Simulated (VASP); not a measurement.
A run of VASP 6.6.1 is set up as follows.

Contents of INCAR:

```
PREC     = Accurate       # precision mode
ENCUT    = 500            # plane-wave cutoff, eV
EDIFF    = 1E-6           # SCF threshold, eV
ISMEAR   = -1             # smearing method
SIGMA    = 0.1            # smearing width, eV
LREAL    = False          # projectors in reciprocal space
LASPH    = True           # aspherical terms in the spheres
NELM     = 120            # most SCF steps
ALGO     = Normal         # electronic algorithm
ISIF     = 2              # what is computed and relaxed
LWAVE    = False          # write WAVECAR
LCHARG   = False          # write CHGCAR
NBANDS   = 16             # bands
GGA_COMPAT= False
```

KPOINTS

```
Automatic mesh
0
Gamma
  14 14 14
```

POSCAR

```
GaP
1.0
    0.0000000000      2.4738218885      2.4738218885
    2.4738218885      0.0000000000      2.4738218885
    2.4738218885      2.4738218885      0.0000000000
Ga P
1 1
Direct
    0.0000000000      0.0000000000      0.0000000000
    0.5000000000      0.5000000000      0.5000000000
```

Potentials or basis: VASP PAW LDA potentials, release 64 (Ga_d, P).

Command:

```sh
$ cat potpaw_LDA.64/Ga_d/POTCAR potpaw_LDA.64/P/POTCAR > POTCAR
$ mpirun -np 1 vasp_std > vasp.out
```

(1) Estimate the band gap on the k mesh.

(2) Estimate the pressure.

Results:

(1) zero (band 9 reaches 8.41 eV, above the bottom of band 10 at 4.70 eV).

(2) 7.6 GPa.
